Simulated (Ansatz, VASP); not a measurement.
## One calculation of H15C4N, two programs

```
CELL_PARAMETERS angstrom
7.64032 0.00000 0.00000
0.00000 7.64032 0.00000
0.00000 0.00000 7.64032
ATOMIC_POSITIONS crystal
N 0.73266 0.21712 0.77645
N 0.63617 0.88864 0.59854
H 0.84504 0.20190 0.84609
H 0.71692 0.34810 0.75894
H 0.63361 0.17784 0.85618
H 0.67215 0.97756 0.50630
H 0.72612 0.89753 0.69621
H 0.65262 0.76868 0.54331
H 0.21728 0.13666 0.61899
H 0.34755 0.26443 0.47735
H 0.23694 0.36415 0.65393
H 0.07674 0.42160 0.37006
H 0.05708 0.19411 0.33511
H 0.94647 0.29382 0.51169
H 0.77223 0.81419 0.09402
H 0.82424 0.76270 0.87492
H 0.70985 0.61020 0.00538
H 0.02837 0.52405 0.97947
H 0.09075 0.72804 0.06810
H 0.97636 0.57554 0.19856
H 0.39767 0.52116 0.18541
H 0.29645 0.31572 0.21560
H 0.52436 0.32808 0.18003
H 0.36919 0.23398 0.90323
H 0.24250 0.42706 0.90861
H 0.47040 0.43942 0.87303
H 0.92241 0.67274 0.68536
H 0.12129 0.57041 0.62761
H 0.10795 0.69609 0.82096
H 0.26081 0.86713 0.58236
H 0.07526 0.84377 0.44675
H 0.06193 0.96945 0.64011
C 0.22621 0.26329 0.55308
C 0.06781 0.29497 0.43597
C 0.81367 0.70858 0.00690
C 0.98693 0.62966 0.06658
C 0.39840 0.38465 0.14270
C 0.36846 0.37049 0.94594
C 0.06457 0.68858 0.68487
C 0.11865 0.85129 0.58285
```

Alike in both runs: task relaxation of the atoms; functional PBE; dispersion D3(BJ); k mesh 1 × 1 × 1; occupations fermi-dirac, width 0.02 eV; no spin polarisation.

|  | VASP | Ansatz |
| --- | --- | --- |
| version | VASP 6.6.1 | Ansatz 0.2.0 |
| potentials or method | VASP PAW PBE potentials, release 64 (N, H, C), cutoff 520 eV | scalar-relativistic, plane waves, PAW |
| valence electrons in the cell | 72 | 72 |

Ansatz gave:

```
gap on the k mesh at the Fermi level, each at its own relaxed structure (eV) : 4.37
```

Q: Estimate VASP's values.

A: gap on the k mesh at the Fermi level, each at its own relaxed structure (eV): 4.38.

Ansatz's warnings: xc potential rough in thin density.
